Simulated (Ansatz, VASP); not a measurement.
## One calculation of Os, two programs

Contents of INCAR:

```
SYSTEM = Os
PREC = Accurate
ENCUT = 520
EDIFF = 1E-7
ISMEAR = -1
SIGMA = 0.1
LREAL = .FALSE.
LASPH = .TRUE.
NELM = 100
ALGO = Normal
ISIF = 2
LWAVE = .FALSE.
LCHARG = .TRUE.
GGA = PE
LELF = .TRUE.
LVHAR = .TRUE.
NBANDS = 10
```

The input KPOINTS:

```
regular mesh
0
G
  16 16 16
  0 0 0
```

The input POSCAR:

```
Os
1.0
   -1.5666759677      1.5666759677      1.5666759677
    1.5666759677     -1.5666759677      1.5666759677
    1.5666759677      1.5666759677     -1.5666759677
Os
1
Direct
    0.0000000000      0.0000000000      0.0000000000
```

Input for Ansatz:

```yaml
crystal:
  lattice:
    - [-1.5666759677, 1.5666759677, 1.5666759677]
    - [1.5666759677, -1.5666759677, 1.5666759677]
    - [1.5666759677, 1.5666759677, -1.5666759677]
  atoms:
    - { symbol: Os, position: [0.0, 0.0, 0.0] }
hamiltonian:
  xc: pbe
  pseudopotentials:
    kind: paw
    azcp:
      Os: "pseudopotentials/Os.paw.azcp"
basis:
  ecutwfc: 420
  fft_grid_basis: typed
kpoints:
  mp_grid: { grid: [16, 16, 16], shift: [0, 0, 0] }
magnetization:
  spin_polarized: false
scf:
  occupations: { method: fermi_dirac, width: 0.1 }
  lower_state_search: "off"
output:
  stress: true
```

Alike in both runs: task single point; functional PBE; k mesh 16 × 16 × 16; occupations fermi-dirac, width 0.1 eV; no spin polarisation.

```csv
,VASP,Ansatz
version,VASP 6.6.1,Ansatz 0.2.0
potentials or method,"VASP PAW PBE potentials, release 64 (Os), cutoff 520 eV","plane waves (420 eV) with PAW, scalar-relativistic"
valence electrons in the cell,8,16
```

|  | VASP | Ansatz | Ansatz less VASP |
| --- | --- | --- | --- |
| pressure (GPa) | -12.6 | -12.5 | +0.14 |

VASP's potentials hold 8 valence electrons a cell and Ansatz's 16, so a difference there can come from the potentials and not from the codes.

Spin-orbit coupling is off throughout.
